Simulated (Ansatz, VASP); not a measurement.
# One calculation of Pt, two programs

The input INCAR:

```
PREC     = Accurate       # precision mode
ENCUT    = 500            # plane-wave cutoff, eV
EDIFF    = 1E-7           # SCF threshold, eV
ISMEAR   = 0              # smearing method
SIGMA    = 0.1            # smearing width, eV
LREAL    = False          # projectors in reciprocal space
LASPH    = True           # aspherical terms in the spheres
NELM     = 120            # most SCF steps
ALGO     = Normal         # electronic algorithm
ISIF     = 3              # what is computed and relaxed
LWAVE    = False          # write WAVECAR
LCHARG   = False          # write CHGCAR
GGA      = PS             # functional
IBRION   = 2              # ionic algorithm
NSW      = 90             # ionic steps
EDIFFG   = -0.04          # ionic threshold
GGA_COMPAT= False        
NELMIN   = 4
```

KPOINTS

```
regular mesh
0
Gamma
  6 6 6
```

The input POSCAR:

```
Pt
1.0
    2.5488412403      0.0000000000      0.0000000000
    0.0000000000      2.5488412403      0.0000000000
    0.0000000000      0.0000000000      2.5488412403
Pt
1
Direct
    0.0000000000      0.0000000000      0.0000000000
```

Input for Ansatz:

```yaml
crystal:
  lattice:
    - [2.5488412403, 0.0, 0.0]
    - [0.0, 2.5488412403, 0.0]
    - [0.0, 0.0, 2.5488412403]
  atoms:
    - { symbol: Pt, position: [0.0, 0.0, 0.0] }
basis:
  ecutwfc: 420
kpoints:
  mp_grid: { grid: [6, 6, 6] }
hamiltonian:
  xc: pbesol
scf:
  occupations: { method: gaussian, width: 0.1 }
  lower_state_search: "off"
output:
  forces: true
  stress: true
  eigenvalues: true
relax:
  adjacent_minimum: "off"
  f_tol: 0.04
  max_steps: 70
  cell: { stress_tol: 0.4 }
```

Alike in both runs: task relaxation of cell and atoms; functional PBEsol; k mesh 6 × 6 × 6; occupations gaussian, width 0.1 eV; no spin polarisation.

|  | VASP | Ansatz |
| --- | --- | --- |
| version | VASP 6.6.1 | Ansatz 0.2.0 |
| potentials or method | VASP PAW PBE potentials, release 64 (Pt), cutoff 500 eV | scalar-relativistic, plane waves, PAW |
| valence electrons in the cell | 10 | 18 |

Ansatz gave:

| Quantity | Value |
| --- | --- |
| gap on the k mesh at the Fermi level, each at its own relaxed structure (eV) | none |
| relaxed volume (Å³/atom) | 17.35 |
| relaxed cell length with the largest relative difference (Å) | 2.589 |

Q: Which values does VASP return?

A: gap on the k mesh at the Fermi level, each at its own relaxed structure (eV): none; relaxed volume (Å³/atom): 17.32; relaxed cell length with the largest relative difference (Å): 2.587.

VASP's potentials were made for PBE, not for PBEsol. A gap of «none» marks a metal or a gap that the smearing closes. VASP's potentials hold 10 valence electrons a cell and Ansatz's 18, so a difference there can come from the potentials and not from the codes.

The k mesh is coarse, so the values compare programs but aren't converged. Spin-orbit coupling is off throughout.
